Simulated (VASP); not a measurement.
LuTa2:

```xyz
3
Lattice="4.5282 0.0000 0.0000 -2.2641 3.9215 0.0000 0.0000 0.0000 3.5138" Properties=species:S:1:pos:R:3 pbc="T T T"
Lu    0.0000    0.0000    0.0000
Ta    0.0000    2.6144    0.0000
Ta    2.2641    1.3072    0.0000
```

The cell was generated, and may not be a known phase.

```yaml
Program: VASP 6.6.1
Task: relaxation of cell and atoms
Functional: PBE
Potentials_or_basis: VASP PAW PBE potentials, release 64 (Lu, Ta_pv)
Cutoff: 600 eV
k_mesh: 6 × 6 × 6
Occupations: gaussian, width 0.1 eV
Spin: no spin polarisation
```

At the start: pressure 25.2 GPa; volume 20.80 Å³/atom.

Task: Where does the relaxation end?

Result: Over 13 steps the energy falls by 1118.0 meV/atom and the volume is 21.69 Å³/atom (+4.3 %); space group P6/mmm (No. 191, to 0.1 Å) before and after.

Step by step:
```csv
step,energy change (eV),largest force (eV/Å),pressure (GPa),volume (Å³)
1,0.0000,0.0000,25.24,62.40
2,-0.9934,0.0000,-19.81,92.95
3,-2.3714,0.0000,-10.95,78.08
4,-2.3725,0.0000,-10.16,77.42
5,-3.1900,0.0000,-2.05,66.60
6,-3.2588,0.0000,-5.03,68.45
7,-3.2598,0.0000,-5.96,69.13
8,-3.2611,0.0000,-5.68,68.90
9,-3.2918,0.0000,6.13,62.04
10,-3.3524,0.0000,0.29,64.98
11,-3.3524,0.0000,0.44,64.90
12,-3.3534,0.0000,0.02,65.17
13,-3.3539,0.0000,0.16,65.08
```

Final structure:
```xyz
3
Lattice="5.1111 0.0000 0.0000 -2.5556 4.4264 0.0000 0.0000 0.0000 2.8766" Properties=species:S:1:pos:R:3 pbc="T T T"
Lu    0.0000    0.0000    2.8766
Ta    0.0000    2.9509    0.0000
Ta    2.5556    1.4755    0.0000
```

Caveat: a cell axis changed by over 15 % at a fixed basis, so the end point is rough.
